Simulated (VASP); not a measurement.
Crystal: HgTe (Coloradoite).

```
Hg Te
1.0
     0.00000    3.21450    3.21450
     3.21450    0.00000    3.21450
     3.21450    3.21450    0.00000
Hg Te
1 1
Cartesian
  0.0000 0.0000 0.0000
  4.8217 4.8217 4.8217
```

```yaml
Program: VASP 6.6.1
Task: relaxation of cell and atoms
Functional: PBEsol-based screened hybrid
Potentials_or_basis: VASP PAW PBE potentials, release 64 (Hg, Te)
Cutoff: 600 eV
k_mesh: 4 × 4 × 4
Occupations: fermi-dirac, width 0.05 eV
Spin: no spin polarisation
```

At the start: pressure 1.6 GPa; volume 33.22 Å³/atom.

Q: How do energy, volume and symmetry change on relaxing?

A: Over 3 steps the energy falls by 5.2 meV/atom and the volume is 34.31 Å³/atom (+3.3 %); space group F-43m (No. 216, to 0.05 Å).

The path:
```tsv
step	energy change (eV)	largest force (eV/Å)	pressure (GPa)	volume (Å³)
1	0.0000	0.0000	1.57	66.43
2	-0.0085	0.0000	-0.62	69.60
3	-0.0104	0.0000	-0.01	68.62
```

Final structure:
```
Hg Te
1.0
     0.00000    3.24941    3.24941
     3.24941    0.00000    3.24941
     3.24941    3.24941    0.00000
Hg Te
1 1
Direct
  0.00000 0.00000 0.00000
  0.75000 0.75000 0.75000
```

Caveat: the k points lie up to 0.42 Å⁻¹ apart in the final cell; the PAW data sets were made with another functional, which shifts forces and pressure a little.
